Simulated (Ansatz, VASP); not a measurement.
# Sr in VASP and in Ansatz

The input INCAR:

```
SYSTEM = Sr
PREC     = Accurate       ! precision mode
ENCUT    = 600            ! plane-wave cutoff, eV
EDIFF    = 1E-7           ! SCF threshold, eV
ISMEAR   = -1             ! smearing method
SIGMA    = 0.1            ! smearing width, eV
LREAL    = .False.        ! projectors in reciprocal space
LASPH    = .True.         ! aspherical terms in the spheres
NELM     = 60             ! most SCF steps
ALGO     = Normal         ! electronic algorithm
ISIF     = 3              ! what is computed and relaxed
LWAVE    = .False.        ! write WAVECAR
LCHARG   = .False.        ! write CHGCAR
GGA      = PS             ! functional
IBRION   = 2              ! ionic algorithm
NSW      = 80             ! ionic steps
EDIFFG   = -0.01          ! ionic threshold
```

File KPOINTS:

```
regular mesh
0
Gamma
  8 8 8
  0 0 0
```

Contents of POSCAR:

```
Sr
1.0
    3.9327266275      0.0000000000      0.0000000000
    0.0000000000      3.9327266275      0.0000000000
    0.0000000000      0.0000000000      3.9327266275
Sr
1
Direct
    0.0000000000      0.0000000000      0.0000000000
```

Input for Ansatz:

```yaml
crystal:
  lattice:
    - [3.9327266275, 0.0, 0.0]
    - [0.0, 3.9327266275, 0.0]
    - [0.0, 0.0, 3.9327266275]
  atoms:
    - { symbol: Sr, position: [0.0, 0.0, 0.0] }
hamiltonian:
  xc: pbesol
  pseudopotentials:
    kind: paw
    azcp:
      Sr: "pseudopotentials/Sr.paw.azcp"
basis:
  ecutwfc: 420
  fft_grid_basis: typed
kpoints:
  mp_grid: { grid: [8, 8, 8], shift: [0, 0, 0] }
magnetization:
  spin_polarized: false
scf:
  occupations: { method: fermi_dirac, width: 0.1 }
relax:
  max_steps: 60
  f_tol: 0.01
  cell: {}
output:
  write_density: true
  write_potential: true
  elf: true
  volumetric_format: npy
```

Alike in both runs: task relaxation of cell and atoms; functional PBEsol; k mesh 8 × 8 × 8; occupations fermi-dirac, width 0.1 eV; no spin polarisation.

```csv
,VASP,Ansatz
version,VASP 6.6.1,Ansatz 0.2.0
potentials or method,"VASP PAW PBE potentials, release 64 (Sr_sv), cutoff 600 eV","plane waves (420 eV) with PAW, scalar-relativistic"
valence electrons in the cell,10,10
```

|  | VASP | Ansatz | Ansatz less VASP |
| --- | --- | --- | --- |
| relaxed volume (Å³/atom) | 54.21 | 53.82 | -0.391 |
| relaxed cell length with the largest relative difference (Å) | 3.785 | 3.775 | -0.0091 |

VASP's potentials were made for PBE, not for PBEsol, and Ansatz warns of the same on its side.
